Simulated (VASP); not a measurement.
# Zr8C in VASP: notebook

The runs below take Zr8C through single point, with PBE.

Program: VASP 6.6.1. These are calculated values, not measurements. Logs are shortened: lines on timing, memory, paths and dates and some standing lists are left out, and cuts for length are marked.

## (1) The cell of the first run

The cell holds a slab with vacuum, 9 atoms: a = 6.466 Å, b = 5.169 Å, c = 18.977 Å, α = 90.00°, β = 90.00°, γ = 90.00°.

## (2) Single point, PBE

Input file INCAR:

```
PREC     = Accurate       # precision mode
ENCUT    = 520            # plane-wave cutoff, eV
EDIFF    = 1E-7           # SCF threshold, eV
ISMEAR   = 0              # smearing method
SIGMA    = 0.1            # smearing width, eV
LREAL    = False          # projectors in reciprocal space
LASPH    = True           # aspherical terms in the spheres
NELM     = 80             # most SCF steps
ALGO     = Normal         # electronic algorithm
ISIF     = 2              # what is computed and relaxed
LWAVE    = False          # write WAVECAR
LCHARG   = True           # write CHGCAR
LDIPOL   = True         
IDIPOL   = 3            
DIPOL    = 0.5 0.5 0.316
GGA      = PE             # functional
LELF     = True           # ELF
LVHAR    = True         
LVACPOTAV= True         
NBANDS   = 60             # bands
```

Input file KPOINTS:

```
regular mesh
0
Gamma
  4 5 1
```

Input file POSCAR:

```
Zr8C
1.0
    6.4655797184      0.0000000000      0.0000000000
    0.0000000000      5.1691196971      0.0000000000
    0.0000000000      0.0000000000     18.9770873264
Zr C
8 1
Direct
    0.0000000000      0.7500000000      0.2107805024
    0.5000000000      0.7500000000      0.2107805024
    0.2500000000      0.2500000000      0.2599569661
    0.7500000000      0.2500000000      0.2599569661
    0.2500000000      0.7500000000      0.3477072663
    0.7500000000      0.7500000000      0.3477072663
    0.0000000000      0.2500000000      0.3940060557
    0.5000000000      0.2500000000      0.3940060557
    0.0000000000      0.7500000000      0.4168469526
```

Potentials or basis: VASP PAW PBE potentials, release 64 (Zr_sv, C).

Launch:

```sh
$ cat potpaw_PBE.64/Zr_sv/POTCAR potpaw_PBE.64/C/POTCAR > POTCAR
$ mpirun -np 1 vasp_std > vasp.out
```

OUTCAR:

```text
PREC = Accurate
   ENCUT = 520
   EDIFF = 1E-7
   ISMEAR = 0
   LREAL = False
   LASPH = True
   NELM = 80
   ISIF = 2
   GGA = PE

 ion  position               nearest neighbor table
   1  0.000  0.750  0.211-   5 3.06   6 3.06   3 3.19   4 3.19   3 3.19   4 3.19   2 3.23   2 3.23

   2  0.500  0.750  0.211-   5 3.06   6 3.06   3 3.19   4 3.19   3 3.19   4 3.19   1 3.23   1 3.23

   3  0.250  0.250  0.260-   7 3.01   8 3.01   5 3.07   5 3.07   1 3.19   1 3.19   2 3.19   2 3.19
                             4 3.23   4 3.23
   4  0.750  0.250  0.260-   7 3.01   8 3.01   6 3.07   6 3.07   1 3.19   1 3.19   2 3.19   2 3.19
                             3 3.23   3 3.23
   5  0.250  0.750  0.348-   9 2.08   2 3.06   1 3.06   3 3.07   3 3.07   7 3.17   8 3.17   7 3.17
                             8 3.17   6 3.23   6 3.23
   6  0.750  0.750  0.348-   9 2.08   2 3.06   1 3.06   4 3.07   4 3.07   7 3.17   8 3.17   7 3.17
                             8 3.17   5 3.23   5 3.23
   7  0.000  0.250  0.394-   9 2.62   9 2.62   3 3.01   4 3.01   5 3.17   5 3.17   6 3.17   6 3.17
                             8 3.23   8 3.23
   8  0.500  0.250  0.394-   3 3.01   4 3.01   5 3.17   6 3.17   5 3.17   6 3.17   7 3.23   7 3.23

   9  0.000  0.750  0.417-   5 2.08   6 2.08   7 2.62   7 2.62

  LATTYP: Found a simple orthorhombic cell.
 ALAT       =     5.1691196971
 B/A-ratio  =     1.2508086671
 C/A-ratio  =     3.6712416114

  Lattice vectors:

 A1 = (   0.0000000000,  -5.1691196971,   0.0000000000)
 A2 = (   6.4655797184,   0.0000000000,   0.0000000000)
 A3 = (   0.0000000000,   0.0000000000,  18.9770873264)

Analysis of symmetry for initial positions (statically):
=====================================================================
 Subroutine PRICEL returns:
 Original cell was already a primitive cell.

 Routine SETGRP: Setting up the symmetry group for a
 simple orthorhombic supercell.

 Subroutine GETGRP returns: Found  4 space group operations
 (whereof  2 operations were pure point group operations)
 out of a pool of  8 trial point group operations.

The static configuration has the point symmetry C_1h.
 The point group associated with its full space group is C_2v.

Analysis of symmetry for dynamics (positions and initial velocities):
=====================================================================
 Subroutine PRICEL returns:
 Original cell was already a primitive cell.

 Routine SETGRP: Setting up the symmetry group for a
 simple orthorhombic supercell.

 Subroutine GETGRP returns: Found  4 space group operations
 (whereof  2 operations were pure point group operations)
 out of a pool of  8 trial point group operations.

The dynamic configuration has the point symmetry C_1h.
 The point group associated with its full space group is C_2v.

 Subroutine INISYM returns: Found  4 space group operations
 (whereof  2 operations are pure point group operations),
 and found     1 'primitive' translations

----------------------------------------------------------------------------------------

                                     Primitive cell

  volume of cell :     634.2400

  direct lattice vectors                    reciprocal lattice vectors
     6.465579718  0.000000000  0.000000000     0.154665172  0.000000000  0.000000000
     0.000000000  5.169119697  0.000000000     0.000000000  0.193456538  0.000000000
     0.000000000  0.000000000 18.977087326     0.000000000  0.000000000  0.052695126

  length of vectors
     6.465579718  5.169119697 18.977087326     0.154665172  0.193456538  0.052695126

  position of ions in fractional coordinates (direct lattice)
     0.000000000  0.750000000  0.210780502
     0.500000000  0.750000000  0.210780502
     0.250000000  0.250000000  0.259956966
     0.750000000  0.250000000  0.259956966
     0.250000000  0.750000000  0.347707266
     0.750000000  0.750000000  0.347707266
     0.000000000  0.250000000  0.394006056
     0.500000000  0.250000000  0.394006056
     0.000000000  0.750000000  0.416846953

  ion indices of the primitive-cell ions
   primitive index   ion index
                 1           1
                 2           2
                 3           3
                 4           4
                 5           5
                 6           6
                 7           7
                 8           8
                 9           9

----------------------------------------------------------------------------------------

 KPOINTS: regular mesh

Automatic generation of k-mesh.
 Grid dimensions read from file:
 generate k-points for:    4    5    1

 Generating k-lattice:

  Cartesian coordinates                     Fractional coordinates (reciprocal lattice)
     0.038666293  0.000000000  0.000000000     0.250000000  0.000000000  0.000000000
     0.000000000  0.038691308  0.000000000     0.000000000  0.200000000  0.000000000
     0.000000000  0.000000000  0.052695126     0.000000000  0.000000000  1.000000000

  Length of vectors
     0.038666293  0.038691308  0.052695126

  Shift w.r.t. Gamma in fractional coordinates (k-lattice)
     0.000000000  0.000000000  0.000000000

 Subroutine IBZKPT returns following result:
 ===========================================

 Found      9 irreducible k-points:

 Following reciprocal coordinates:
            Coordinates               Weight
  0.000000  0.000000  0.000000      1.000000
  0.250000  0.000000  0.000000      2.000000
  0.500000  0.000000  0.000000      1.000000
  0.000000  0.200000  0.000000      2.000000
  0.250000  0.200000  0.000000      4.000000
  0.500000  0.200000  0.000000      2.000000
  0.000000  0.400000  0.000000      2.000000
  0.250000  0.400000  0.000000      4.000000
  0.500000  0.400000  0.000000      2.000000
   k-points           NKPTS =      9   k-points in BZ     NKDIM =      9   number of bands    NBANDS=     60
   number of dos      NEDOS =    301   number of ions     NIONS =      9
   total plane-waves  NPLWV = 276480
   dimension x,y,z NGX =    48 NGY =   40 NGZ =  144
   dimension x,y,z NGXF=    96 NGYF=   80 NGZF=  288
   ions per type =               8   1
   NGX,Y,Z   is equivalent  to a cutoff of  12.34, 12.86, 12.61 a.u.
   NGXF,Y,Z  is equivalent  to a cutoff of  24.68, 25.73, 25.23 a.u.
 SYSTEM =  unknown system
   PREC   = accura    normal or accurate (medium, high low for compatibility)
   ISTART =      0    job   : 0-new  1-cont  2-samecut
   ICHARG =      2    charge: 1-file 2-atom 10-const
   ISPIN  =      1    spin polarized calculation?
   LNONCOLLINEAR =      F non collinear calculations
   LSORBIT =      F    spin-orbit coupling
   LASPH  =      T    aspherical Exc in radial PAW
   ENCUT  =  520.0 eV  38.22 Ry    6.18 a.u.  12.02  9.61 35.28*2*pi/ulx,y,z
   NELM   =     80;   NELMIN=  2; NELMDL= -5     # of ELM steps
   EDIFF  = 0.1E-06   stopping-criterion for ELM
   LREAL  =      F    real-space projection
   EDIFFG = 0.1E-05   stopping-criterion for IOM
   NSW    =      0    number of steps for IOM
   IBRION =     -1    ionic relax: 0-MD 1-quasi-New 2-CG
   NFREE  =      0    steps in history (QN), initial steepest desc. (CG)
   ISIF   =      2    stress and relaxation
   ISYM   =      2    0-nonsym 1-usesym 2-fastsym
   POTIM  = 0.5000    time-step for ionic-motion
   TEBEG  =    0.0;   TEEND  =   0.0 temperature during run
   PSTRESS=    0.0 pullay stress
   NELECT =     100.0000    total number of electrons
   NUPDOWN=      -1.0000    fix difference up-down
   EMIN   =  10.00;   EMAX   =-10.00  energy-range for DOS
   EFERMI =   0.00;   METHOD = LEGACY
   ISMEAR =     0;   SIGMA  =   0.10  broadening in eV -4-tet -1-fermi 0-gaus
   EFERMI_NEDOS =   21; number of points for ismear=-14 and -15
   IALGO  =     38    algorithm
   IMIX   =      4    mixing-type and parameters
     AMIX     =   0.40;   BMIX     =  1.00
     AMIX_MAG =   1.60;   BMIX_MAG =  1.00
  volume/ion in A,a.u.               =      70.47       475.56
  Fermi-wavevector in a.u.,A,eV,Ry     =   0.884417  1.671305 10.642382  0.782193
  Thomas-Fermi vector in A             =   2.005314
   LORBIT       =      0    0 simple, 1 ext, 2 COOP (PROOUT), +10 PAW based schemes
   GGA     = PE    functional components
   LHFCALC =     F    Hartree Fock is set to
   AEXX    =    0.0000 exact exchange contribution
   IVDW    =     0    specifies the selected vdW correction
   LEPSILON=     F    determine dielectric tensor
   LRPA    =     F    only Hartree local field effects (RPA)
 non-spin polarized calculation
 Gauss-broadening in eV      SIGMA  =   0.10
  energy-cutoff  :      520.00
  volume of cell :      634.24
 maximum number of plane-waves:     17106
   NGX = 25   NGY = 19   NGZ = 71

 dipolmoment           0.000000      0.000000     -0.965144 electrons x Angstroem

 number of electron      99.9999999 magnetization

 number of electron     100.0000000 magnetization

 dipolmoment           0.000000      0.000000      0.033038 electrons x Angstroem

 Free energy of the ion-electron system (eV)
  ---------------------------------------------------
  ext. energy  EPLUGINS =         0.00000000
  ---------------------------------------------------
  free energy    TOTEN  =       -70.36920717 eV

  energy without entropy =      -70.30565433  energy(sigma->0) =      -70.33743075

 E-fermi :   0.1916     XC(G=0):  -4.3433

 val. band max:        0.1677776182   @ k =   0.2500   0.0000   0.0000
 cond. band min:       0.1938180411   @ k =   0.5000   0.0000   0.0000
 fundamental gap:      0.0260404229
 Fermi energy:         0.1915593501

 k-point     1 :       0.0000    0.0000    0.0000
  band No.  band energies     occupation
      1     -48.9512      2.00000
      2     -48.9186      2.00000
      3     -48.9019      2.00000
      4     -48.8670      2.00000
      5     -48.4136      2.00000
      6     -48.3815      2.00000
[... 556 lines left out ...]
     59       0.9396      0.00000
     60       1.0182      0.00000

------------------------ aborting loop because EDIFF is reached ----------------------------------------

  FORCE on cell =-STRESS in cart. coord.  units (eV):
  Direction    XX          YY          ZZ          XY          YZ          ZX
  --------------------------------------------------------------------------------------
  -------------------------------------------------------------------------------------
  Total       -1.3863710     -4.1474374      3.1737057      0.0000000      0.0000000      0.0000000
  in kB       -3.5021636    -10.4769968      8.0172167      0.0000000      0.0000000      0.0000000
  external PRESSURE =      -1.9873145 kB  Pullay stress =       0.0000000 kB

 VOLUME and BASIS-vectors are now :
 -----------------------------------------------------------------------------
  energy-cutoff  :      520.00
  volume of cell :      634.24
      direct lattice vectors                 reciprocal lattice vectors
     6.465579718  0.000000000  0.000000000     0.154665172  0.000000000  0.000000000
     0.000000000  5.169119697  0.000000000     0.000000000  0.193456538  0.000000000
     0.000000000  0.000000000 18.977087326     0.000000000  0.000000000  0.052695126

 POSITION                                       TOTAL-FORCE (eV/Angst)
 -----------------------------------------------------------------------------------
      0.00000      3.87684      4.00000         0.000000      0.000000     -0.016662
      3.23279      3.87684      4.00000         0.000000      0.000000     -0.382872
      1.61639      1.29228      4.93323         0.137587      0.000000     -0.385816
      4.84918      1.29228      4.93323        -0.137587      0.000000     -0.385816
      1.61639      3.87684      6.59847         0.430857      0.000000      0.062157
      4.84918      3.87684      6.59847        -0.430857      0.000000      0.062157
      0.00000      1.29228      7.47709         0.000000      0.000000      0.844987
      3.23279      1.29228      7.47709         0.000000      0.000000      0.172433
      0.00000      3.87684      7.91054         0.000000      0.000000      0.029433
 -----------------------------------------------------------------------------------
    total drift:                                0.000000     -0.000000     -0.000268

  FREE ENERGIE OF THE ION-ELECTRON SYSTEM (eV)
  ---------------------------------------------------
  free  energy   TOTEN  =       -70.3692071748 eV

  energy  without entropy=      -70.3056543265  energy(sigma->0) =      -70.33743075

 vacuum level on the upper side and lower side of the slab         4.012         3.833
```

It took 24 min on 1 thread of Intel Xeon 8259CL, shared host; peak memory 0.71 GiB.

What came out:

```yaml
Free_energy: -70.3692 eV
Largest_force: 0.845 eV/Å
Band_gap_on_the_k_mesh: zero (bands 50 and 51 overlap by 0.51 eV)
```

Forces in eV/Å, atoms in the order of the input:
```
Zr   0.000  0.000 -0.017
Zr   0.000  0.000 -0.383
Zr   0.138  0.000 -0.386
Zr  -0.138  0.000 -0.386
Zr   0.431  0.000  0.062
Zr  -0.431  0.000  0.062
Zr   0.000  0.000  0.845
Zr   0.000  0.000  0.172
C    0.000  0.000  0.029
```

Levels at points of the mesh, in eV from the Fermi level:
| k point | band 48 | band 49 | band 50 | band 51 | band 52 | band 53 |
| --- | --- | --- | --- | --- | --- | --- |
| (0.00, 0.00, 0.00) | -0.64 | -0.22 | 0.28 | 0.40 | 0.56 | 0.70 |
| (0.50, 0.00, 0.00) | -0.41 | -0.32 | -0.24 | -0.23 | 0.00 | 0.28 |

## (3) Single point, PBE

Input file INCAR:

```
PREC = Accurate ; ENCUT = 520
EDIFF = 1E-6 ; ISMEAR = 0
SIGMA = 0.1 ; LREAL = F
LASPH = T ; NELM = 60
ALGO = Normal ; ISIF = 2
LWAVE = F ; LCHARG = T
LDIPOL = T ; IDIPOL = 3
DIPOL = 0.5 0.5 0.320 ; GGA = PE
LELF = T ; LVHAR = T
LVACPOTAV = T ; NBANDS = 60
```

Input file KPOINTS:

```
Automatic mesh
0
Gamma
  4 5 1
```

POSCAR, as its differences from that of step 2:

```diff
@@ -16,2 +16,2 @@
     0.5000000000      0.2500000000      0.3940060557
-    0.0000000000      0.7500000000      0.4168469526
+    0.2500000000      0.2500000000      0.4571979676
```

Potentials or basis: VASP PAW PBE potentials, release 64 (Zr_sv, C).

Launch:

```sh
$ cat potpaw_PBE.64/Zr_sv/POTCAR potpaw_PBE.64/C/POTCAR > POTCAR
$ mpirun -np 1 vasp_std > vasp.out
```

It took 23 min on 1 thread of Intel Xeon 8259CL, shared host; peak memory 0.71 GiB.

Results (log left out):

```
Free energy            : -68.8035 eV
Largest force          : 0.941 eV/Å
Band gap on the k mesh : zero (bands 50 and 51 overlap by 0.42 eV)
```

Forces on the atoms (eV/Å):
```
Zr   0.072  0.000  0.234
Zr  -0.072  0.000  0.234
Zr   0.000  0.000 -0.941
Zr   0.000  0.000 -0.394
Zr   0.000  0.000  0.485
Zr   0.000  0.000 -0.720
Zr   0.460  0.000  0.532
Zr  -0.460  0.000  0.532
C    0.000  0.000  0.037
```

Levels at points of the mesh, in eV from the Fermi level:
| k point | band 46 | band 47 | band 48 | band 49 | band 50 | band 51 | band 52 | band 53 | band 54 | band 55 |
| --- | --- | --- | --- | --- | --- | --- | --- | --- | --- | --- |
| (0.00, 0.00, 0.00) | -0.92 | -0.58 | -0.40 | -0.15 | 0.36 | 0.49 | 0.55 | 0.67 | 0.68 | 0.71 |
| (0.50, 0.00, 0.00) | -0.79 | -0.40 | -0.39 | -0.28 | -0.16 | -0.07 | -0.04 | 0.25 | 0.31 | 0.43 |

[end of part 1 of 3]

The gap in the log of VASP goes by the Fermi energy; the results here count the filled bands.